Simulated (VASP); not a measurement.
Here is a VASP 6.6.1 calculation.

Contents of INCAR:

```
SYSTEM = GaN
PREC = Accurate
ENCUT = 600
EDIFF = 1E-6
ISMEAR = 0
SIGMA = 0.01
LREAL = .False.
LASPH = .True.
NELM = 120
ALGO = Normal
ISIF = 2
LWAVE = .False.
LCHARG = .False.
GGA = PE
NBANDS = 16
GGA_COMPAT = .False.
```

File KPOINTS:

```
Automatic mesh
0
Gamma
  8 8 8
  0 0 0
```

Contents of POSCAR:

```
GaN
1.0
    0.0000000000      2.2741183930      2.2741183930
    2.2741183930      0.0000000000      2.2741183930
    2.2741183930      2.2741183930      0.0000000000
Ga N
1 1
Direct
    0.0000000000      0.0000000000      0.0000000000
    0.2500000000      0.2500000000      0.2500000000
```

Potentials or basis: VASP PAW PBE potentials, release 64 (Ga_d, N).

Command:

```sh
$ cat potpaw_PBE.64/Ga_d/POTCAR potpaw_PBE.64/N/POTCAR > POTCAR
$ mpirun -np 1 vasp_std > vasp.out
```

Estimate the pressure.

0.0 GPa.

Estimate the band gap on the k mesh.

1.55 eV.
